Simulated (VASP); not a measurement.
# Bi (P2/m) in VASP: a series of runs

Bi is run at these levels: PBEsol+D4, PBE; tasks: relaxation of cell and atoms, single point.

Program: VASP 6.6.1. These are calculated values, not measurements. Logs are shortened: lines on timing, memory, paths and dates and some standing lists are left out, and cuts for length are marked.

## 1. The cell of the first run

It takes space group P2/m (No. 10, monoclinic). Conventional cell: a = 3.238 Å, b = 3.222 Å, c = 6.444 Å, α = 90.00°, β = 90.72°, γ = 90.00°. Within 4.9 Å of Bi (site symmetry m) lie 18 Bi at 3.22 to 4.81 Å.

## 2. Relaxation of cell and atoms, PBEsol+D4

INCAR

```
ALGO = Fast
EDIFF = 1E-7
EDIFFG = -0.01
ENCUT = 600
GGA = PS
IBRION = 2
ISIF = 3
ISMEAR = -1
IVDW = 13
LASPH = T
LCHARG = F
LREAL = F
LWAVE = F
NELM = 60
NSW = 60
PREC = Accurate
SIGMA = 0.05
```

KPOINTS

```
k-points
0
Gamma
  8 8 4
```

POSCAR

```
Bi
1.0
    3.2383762460      0.0000000000      0.0000000000
    0.0000000000      3.2216433200      0.0000000000
   -0.0804548793      0.0000000000      6.4438887882
Bi
2
Direct
    0.5442472500      0.0000000000      0.7495778900
    0.4557527500      0.0000000000      0.2504221100
```

Potentials or basis: VASP PAW PBE potentials, release 64 (Bi_d).

Started as:

```console
> cat potpaw_PBE.64/Bi_d/POTCAR > POTCAR
> mpirun -np 1 vasp_std > vasp.out
```

OUTCAR:

```text
EDIFF = 1E-7
   EDIFFG = -0.01
   ENCUT = 600
   GGA = PS
   IBRION = 2
   ISIF = 3
   ISMEAR = -1
   IVDW = 13
   LASPH = T
   LREAL = F
   NELM = 60
   NSW = 60
   PREC = Accurate

 ion  position               nearest neighbor table
   1  0.544  0.000  0.750-   2 3.23   2 3.24
   2  0.456  0.000  0.250-   1 3.23   1 3.24

  LATTYP: Found a simple monoclinic cell.
 ALAT       =     3.2383762460
 B/A-ratio  =     0.9948329271
 C/A-ratio  =     1.9900068852
 COS(beta)  =    -0.0124844813

  Lattice vectors:

 A1 = (   3.2383762460,   0.0000000000,   0.0000000000)
 A2 = (   0.0000000000,   3.2216433200,   0.0000000000)
 A3 = (  -0.0804548793,   0.0000000000,   6.4438887882)

Analysis of symmetry for initial positions (statically):
=====================================================================
 Subroutine PRICEL returns:
 Original cell was already a primitive cell.

 Routine SETGRP: Setting up the symmetry group for a
 simple monoclinic supercell.

 Subroutine GETGRP returns: Found  4 space group operations
 (whereof  4 operations were pure point group operations)
 out of a pool of  4 trial point group operations.

The static configuration has the point symmetry C_2h.

Analysis of symmetry for dynamics (positions and initial velocities):
=====================================================================
 Subroutine PRICEL returns:
 Original cell was already a primitive cell.

 Routine SETGRP: Setting up the symmetry group for a
 simple monoclinic supercell.

 Subroutine GETGRP returns: Found  4 space group operations
 (whereof  4 operations were pure point group operations)
 out of a pool of  4 trial point group operations.

The dynamic configuration has the point symmetry C_2h.

 Subroutine INISYM returns: Found  4 space group operations
 (whereof  4 operations are pure point group operations),
 and found     1 'primitive' translations

----------------------------------------------------------------------------------------

                                     Primitive cell

  volume of cell :      67.2284

  direct lattice vectors                    reciprocal lattice vectors
     3.238376246  0.000000000  0.000000000     0.308796731  0.000000000  0.003855467
     0.000000000  3.221643320  0.000000000     0.000000000  0.310400594  0.000000000
    -0.080454879  0.000000000  6.443888788     0.000000000  0.000000000  0.155185794

  length of vectors
     3.238376246  3.221643320  6.444391026     0.308820799  0.310400594  0.155185794

  position of ions in fractional coordinates (direct lattice)
     0.544247250  0.000000000  0.749577890
     0.455752750  0.000000000  0.250422110

  ion indices of the primitive-cell ions
   primitive index   ion index
                 1           1
                 2           2

----------------------------------------------------------------------------------------

 KPOINTS: k-points

Automatic generation of k-mesh.
 Grid dimensions read from file:
 generate k-points for:    8    8    4

 Generating k-lattice:

  Cartesian coordinates                     Fractional coordinates (reciprocal lattice)
     0.038599591  0.000000000  0.000481933     0.125000000  0.000000000 -0.000000000
     0.000000000  0.038800074  0.000000000     0.000000000  0.125000000  0.000000000
     0.000000000  0.000000000  0.038796449     0.000000000  0.000000000  0.250000000

  Length of vectors
     0.038602600  0.038800074  0.038796449

  Shift w.r.t. Gamma in fractional coordinates (k-lattice)
     0.000000000  0.000000000  0.000000000

 Subroutine IBZKPT returns following result:
 ===========================================

 Found     90 irreducible k-points:

 Following reciprocal coordinates:
            Coordinates               Weight
  0.000000  0.000000  0.000000      1.000000
  0.125000  0.000000 -0.000000      2.000000
  0.250000  0.000000 -0.000000      2.000000
  0.375000  0.000000  0.000000      2.000000
  0.500000  0.000000 -0.000000      1.000000
  0.000000  0.125000  0.000000      2.000000
[... 16 lines left out ...]
  0.250000  0.500000 -0.000000      2.000000
  0.375000  0.500000  0.000000      2.000000
 [... further k-points ...]
   k-points           NKPTS =     90   k-points in BZ     NKDIM =     90   number of bands    NBANDS=     19
   number of dos      NEDOS =    301   number of ions     NIONS =      2
   total plane-waves  NPLWV =  42336
   dimension x,y,z NGX =    28 NGY =   28 NGZ =   54
   dimension x,y,z NGXF=    56 NGYF=   56 NGZF=  108
   ions per type =               2
   NGX,Y,Z   is equivalent  to a cutoff of  14.37, 14.45, 13.93 a.u.
   NGXF,Y,Z  is equivalent  to a cutoff of  28.75, 28.90, 27.86 a.u.
 SYSTEM =  unknown system
   PREC   = accura    normal or accurate (medium, high low for compatibility)
   ISTART =      0    job   : 0-new  1-cont  2-samecut
   ICHARG =      2    charge: 1-file 2-atom 10-const
   ISPIN  =      1    spin polarized calculation?
   LNONCOLLINEAR =      F non collinear calculations
   LSORBIT =      F    spin-orbit coupling
   LASPH  =      T    aspherical Exc in radial PAW
   ENCUT  =  600.0 eV  44.10 Ry    6.64 a.u.   6.47  6.43 12.87*2*pi/ulx,y,z
   NELM   =     60;   NELMIN=  2; NELMDL= -5     # of ELM steps
   EDIFF  = 0.1E-06   stopping-criterion for ELM
   LREAL  =      F    real-space projection
   EDIFFG = -.1E-01   stopping-criterion for IOM
   NSW    =     60    number of steps for IOM
   IBRION =      2    ionic relax: 0-MD 1-quasi-New 2-CG
   NFREE  =      1    steps in history (QN), initial steepest desc. (CG)
   ISIF   =      3    stress and relaxation
   ISYM   =      2    0-nonsym 1-usesym 2-fastsym
   POTIM  = 0.5000    time-step for ionic-motion
   TEBEG  =    0.0;   TEEND  =   0.0 temperature during run
   PSTRESS=    0.0 pullay stress
   NELECT =      30.0000    total number of electrons
   NUPDOWN=      -1.0000    fix difference up-down
   EMIN   =  10.00;   EMAX   =-10.00  energy-range for DOS
   EFERMI =   0.00;   METHOD = LEGACY
   ISMEAR =    -1;   SIGMA  =   0.05  broadening in eV -4-tet -1-fermi 0-gaus
   EFERMI_NEDOS =   21; number of points for ismear=-14 and -15
   IALGO  =     68    algorithm
   IMIX   =      4    mixing-type and parameters
     AMIX     =   0.40;   BMIX     =  1.00
     AMIX_MAG =   1.60;   BMIX_MAG =  1.00
  volume/ion in A,a.u.               =      33.61       226.84
  Fermi-wavevector in a.u.,A,eV,Ry     =   1.251020  2.364085 21.293818  1.565051
  Thomas-Fermi vector in A             =   2.384987
   LORBIT       =      0    0 simple, 1 ext, 2 COOP (PROOUT), +10 PAW based schemes
   GGA     = PS    functional components
   LHFCALC =     F    Hartree Fock is set to
   AEXX    =    0.0000 exact exchange contribution
   IVDW    =    13    specifies the selected vdW correction
   LEPSILON=     F    determine dielectric tensor
   LRPA    =     F    only Hartree local field effects (RPA)
 conjugate gradient relaxation of ions
 non-spin polarized calculation
 RMM-DIIS sequential band-by-band and
  energy-cutoff  :      600.00
  volume of cell :       67.23
 maximum number of plane-waves:      2285
 NGX is ok and might be reduce to    28
   NGX = 13   NGY = 13   NGZ = 25

--------------------------------------- Ionic step        1  -------------------------------------------

 number of electron      30.0000007 magnetization

 Free energy of the ion-electron system (eV)
  ---------------------------------------------------
  ext. energy  EPLUGINS =         0.00000000
  ---------------------------------------------------
  free energy    TOTEN  =        -8.53567536 eV

  energy without entropy =       -8.52150245  energy(sigma->0) =       -8.52858891

 E-fermi :   6.6291     XC(G=0):  -9.9531

 val. band max:        6.6231003109   @ k =  -0.3750   0.2500   0.2500
 cond. band min:       6.6350238399   @ k =   0.1250   0.2500   0.2500
 fundamental gap:      0.0119235291
 Fermi energy:         6.6291214154

 k-point     1 :       0.0000    0.0000    0.0000
  band No.  band energies     occupation
      1     -16.2429      2.00000
      2     -16.2328      2.00000
      3     -16.2259      2.00000
      4     -15.9814      2.00000
      5     -15.9807      2.00000
      6     -15.9618      2.00000
[... 11 lines left out ...]
     18      11.8808      0.00000
     19      13.1095      0.00000
[... 489 lines left out ...]
      3     -16.0811      2.00000
      4     -16.0681      2.00000
      5     -16.0646      2.00000
      6     -15.9783      2.00000
[... 11 lines left out ...]
     18      10.1232      0.00000
     19      11.0379      0.00000

 [... further k-points ...]

------------------------ aborting loop because EDIFF is reached ----------------------------------------

  DFT-D4 for vdW energy calculation

  Edisp (eV):   -0.59159

  FORCE on cell =-STRESS in cart. coord.  units (eV):
  Direction    XX          YY          ZZ          XY          YZ          ZX
  --------------------------------------------------------------------------------------
  -------------------------------------------------------------------------------------
  Total      -0.85152    -0.53451    -0.95255     0.00000     0.00000    -0.04580
  in kB     -20.29340   -12.73848   -22.70111     0.00000     0.00000    -1.09159
  external pressure =      -18.58 kB  Pullay stress =        0.00 kB
[... 97 lines left out ...]
  FREE ENERGIE OF THE ION-ELECTRON SYSTEM (eV)
  ---------------------------------------------------
  free  energy   TOTEN  =        -9.1415597996 eV

  energy  without entropy=       -9.1279248933  energy(sigma->0) =       -9.13474235

[... ionic steps 4 to 19 ...]

--------------------------------------- Ionic step       20  -------------------------------------------

 number of electron      29.9999999 magnetization

------------------------ aborting loop because EDIFF is reached ----------------------------------------

  DFT-D4 for vdW energy calculation

  Edisp (eV):   -0.61254
[... 69 lines left out ...]
  energy  without entropy=       -9.1390197459  energy(sigma->0) =       -9.14274261

--------------------------------------- Ionic step       22  -------------------------------------------

 number of electron      29.9999999 magnetization

 Free energy of the ion-electron system (eV)
  ---------------------------------------------------
  ext. energy  EPLUGINS =         0.00000000
  ---------------------------------------------------
  free energy    TOTEN  =        -8.53397973 eV

  energy without entropy =       -8.52650498  energy(sigma->0) =       -8.53024235

 E-fermi :   7.0903     XC(G=0): -10.1250

 val. band max:        7.0837821501   @ k =  -0.1250   0.2500   0.2500
 cond. band min:       7.1802743550   @ k =   0.5000   0.0000   0.5000
 fundamental gap:      0.0964922049
 Fermi energy:         7.0903376221

 k-point     1 :       0.0000    0.0000    0.0000
  band No.  band energies     occupation
      1     -15.8657      2.00000
      2     -15.8520      2.00000
      3     -15.8421      2.00000
      4     -15.5810      2.00000
      5     -15.5763      2.00000
      6     -15.5437      2.00000
[... 11 lines left out ...]
     18      12.3562      0.00000
     19      13.7506      0.00000
[... 489 lines left out ...]
      3     -15.6838      2.00000
      4     -15.6759      2.00000
      5     -15.6664      2.00000
      6     -15.5623      2.00000
[... 11 lines left out ...]
     18      10.5189      0.00000
     19      11.4382      0.00000

 [... further k-points ...]

------------------------ aborting loop because EDIFF is reached ----------------------------------------

  DFT-D4 for vdW energy calculation

  Edisp (eV):   -0.61251

  FORCE on cell =-STRESS in cart. coord.  units (eV):
  Direction    XX          YY          ZZ          XY          YZ          ZX
  --------------------------------------------------------------------------------------
  -------------------------------------------------------------------------------------
  Total      -0.00979     0.00064    -0.01487     0.00000     0.00000    -0.00204
  in kB      -0.24202     0.01591    -0.36738     0.00000     0.00000    -0.05046
  external pressure =       -0.20 kB  Pullay stress =        0.00 kB
[... 17 lines left out ...]
  FREE ENERGIE OF THE ION-ELECTRON SYSTEM (eV)
  ---------------------------------------------------
  free  energy   TOTEN  =        -9.1464926261 eV

  energy  without entropy=       -9.1390178706  energy(sigma->0) =       -9.14275525

 reached required accuracy - stopping structural energy minimisation
```

Wall time 59 min (1 thread of Intel Xeon 8259CL, shared host); peak memory 0.3 GiB.

What came out:

* Free energy: -9.1465 eV
* Relaxed volume: 32.42 Å³/atom
* Relaxed cell: a = 3.191 Å, b = 3.209 Å, c = 6.344 Å, α = 90.00°, β = 93.55°, γ = 90.00°
* Space group after relaxing (to 0.1 Å): P2/m (No. 10)
* Energy gained by relaxing: 9.6 meV/atom
* Ionic steps: 22
* Pressure after relaxing: 0.0 GPa
* Largest force after relaxing: 0.010 eV/Å
* Band gap on the k mesh: zero (bands 15 and 16 overlap by 6.34 eV)
* Dispersion energy per atom: -0.306 eV

Forces in eV/Å, atoms in the order of the input:
```
Bi   0.010  0.000 -0.001
Bi  -0.010  0.000  0.001
```

Step by step:
```tsv
step	energy change (eV)	largest force (eV/Å)	pressure (GPa)	volume (Å³)
1	0.0000	0.0124	-1.86	67.23
2	-0.0083	0.0313	1.42	63.51
3	-0.0143	0.0203	0.00	64.94
4	-0.0143	0.0206	0.08	64.89
5	-0.0148	0.0228	0.05	64.92
6	-0.0150	0.0255	0.02	64.95
7	-0.0154	0.0242	-0.02	64.99
8	-0.0167	0.0221	-0.17	65.11
9	-0.0172	0.0222	-0.45	65.34
10	-0.0175	0.0200	-0.33	65.24
11	-0.0179	0.0185	-0.32	65.21
12	-0.0186	0.0183	-0.27	65.12
13	-0.0184	0.0199	-0.15	64.93
14	-0.0187	0.0201	-0.21	65.03
15	-0.0189	0.0185	-0.15	64.97
16	-0.0191	0.0170	-0.07	64.88
17	-0.0191	0.0146	0.09	64.71
18	-0.0192	0.0152	0.03	64.77
19	-0.0192	0.0134	0.03	64.78
20	-0.0192	0.0114	-0.02	64.83
21	-0.0192	0.0100	-0.02	64.83
22	-0.0192	0.0100	-0.02	64.83
```

Final structure:
```yaml
crystal:
  lattice:
    - [3.18970, 0.00000, -0.07935]
    - [0.00000, 3.20919, 0.00000]
    - [-0.23559, 0.00000, 6.33927]
  atoms:
    - { symbol: Bi, position: [0.54955, 0.00000, 0.74974] }
    - { symbol: Bi, position: [0.45045, 0.00000, 0.25026] }
```

Levels at points of the mesh, in eV from the Fermi level:
| k point | band 11 | band 12 | band 13 | band 14 | band 15 | band 16 | band 17 | band 18 | band 19 |
| --- | --- | --- | --- | --- | --- | --- | --- | --- | --- |
| (0.00, 0.00, 0.00) | -13.49 | -11.34 | -5.31 | 3.15 | 3.36 | 3.58 | 4.99 | 5.27 | 6.66 |
| (0.50, 0.00, 0.00) | -11.36 | -9.34 | -5.26 | -3.61 | -2.91 | 2.28 | 5.25 | 5.76 | 7.36 |
| (0.00, 0.50, 0.00) | -11.47 | -9.34 | -5.29 | -3.37 | -3.22 | 2.59 | 5.36 | 5.58 | 7.11 |
| (0.50, 0.50, 0.00) | -9.36 | -7.29 | -3.32 | -3.24 | -1.77 | -1.41 | -1.08 | 2.63 | 4.88 |
| (0.00, 0.00, 0.50) | -12.69 | -12.65 | -1.87 | -1.81 | 3.94 | 4.02 | 4.05 | 4.40 | 7.64 |
| (0.50, 0.00, 0.50) | -10.65 | -10.51 | -4.57 | -4.48 | 0.09 | 0.48 | 5.37 | 5.66 | 6.09 |
| (0.00, 0.50, 0.50) | -10.69 | -10.64 | -4.46 | -4.44 | 0.18 | 0.25 | 5.44 | 5.44 | 5.98 |
| (0.50, 0.50, 0.50) | -8.65 | -8.51 | -2.65 | -2.57 | -2.52 | -2.40 | 2.09 | 2.52 | 3.29 |

Caveat: the PAW data sets were made with another functional, which shifts forces and pressure a little; spin-orbit coupling is left out, which moves the levels of the heavy elements.

## 3. Single point, PBE (32.94 Å³/atom)

This run uses another cell than the first one, of 32.94 Å³/atom.

INCAR

```
SYSTEM = Bi
ALGO = Fast ; EDIFF = 1E-6
ENCUT = 520 ; GGA = PE
ISIF = 2 ; ISMEAR = -1
LASPH = .True. ; LCHARG = .True.
LELF = .True. ; LREAL = .False.
LVHAR = .True. ; LWAVE = .False.
NBANDS = 22 ; NELM = 80
PREC = Accurate ; SIGMA = 0.05
```

KPOINTS

```
k-points
0
Gamma
  8 8 4
  0 0 0
```

POSCAR

```
Bi
1.0
    3.2166415224      0.0000000000      0.0000000000
    0.0000000000      3.2000209013      0.0000000000
   -0.0799148974      0.0000000000      6.4006399093
Bi
2
Direct
    0.5442472500      0.0000000000      0.7495778900
    0.4557527500      0.0000000000      0.2504221100
```

Potentials or basis: VASP PAW PBE potentials, release 64 (Bi_d).

Started as:

```console
> cat potpaw_PBE.64/Bi_d/POTCAR > POTCAR
> mpirun -np 1 vasp_std > vasp.out
```

It took 2.3 min on 1 thread of Intel Xeon 8259CL, shared host; peak memory 0.23 GiB.

Results (log left out):

```yaml
Free_energy: -7.6283 eV
Pressure: 3.3 GPa
Largest_force: 0.021 eV/Å
Band_gap_on_the_k_mesh: zero (bands 15 and 16 overlap by 6.44 eV)
```

Forces in eV/Å, atoms in the order of the input:
```
Bi   0.020  0.000 -0.008
Bi  -0.020  0.000  0.008
```

Stress tensor (GPa, compression positive):
```
 3.12  0.00 -0.14
 0.00  3.95  0.00
-0.14  0.00  2.86
```

Levels at points of the mesh, in eV from the Fermi level:
```csv
k point,band 11,band 12,band 13,band 14,band 15,band 16,band 17,band 18,band 19,band 20
"(0.00, 0.00, 0.00)",-13.36,-11.32,-5.17,3.28,3.33,3.34,4.94,5.36,6.66,8.02
"(0.50, 0.00, 0.00)",-11.34,-9.38,-5.13,-3.29,-3.15,2.36,5.35,5.61,7.40,9.89
"(0.00, 0.50, 0.00)",-11.30,-9.28,-5.18,-3.23,-3.21,2.69,5.31,5.35,7.09,9.82
"(0.50, 0.50, 0.00)",-9.30,-7.30,-3.24,-3.16,-1.46,-1.42,-1.28,2.72,5.00,5.31
"(0.00, 0.00, 0.50)",-12.58,-12.56,-1.86,-1.83,3.99,4.08,4.19,4.21,7.75,7.83
"(0.50, 0.00, 0.50)",-10.60,-10.56,-4.43,-4.40,0.20,0.29,5.39,5.44,6.21,6.25
"(0.00, 0.50, 0.50)",-10.54,-10.52,-4.39,-4.38,0.22,0.26,5.44,5.44,6.06,6.16
"(0.50, 0.50, 0.50)",-8.56,-8.52,-2.50,-2.48,-2.46,-2.45,2.23,2.34,3.42,3.44
```

Caveat: the cell stands under pressure; spin-orbit coupling is left out, which moves the levels of the heavy elements.

The gap in the log of VASP goes by the Fermi energy; the results here count the filled bands.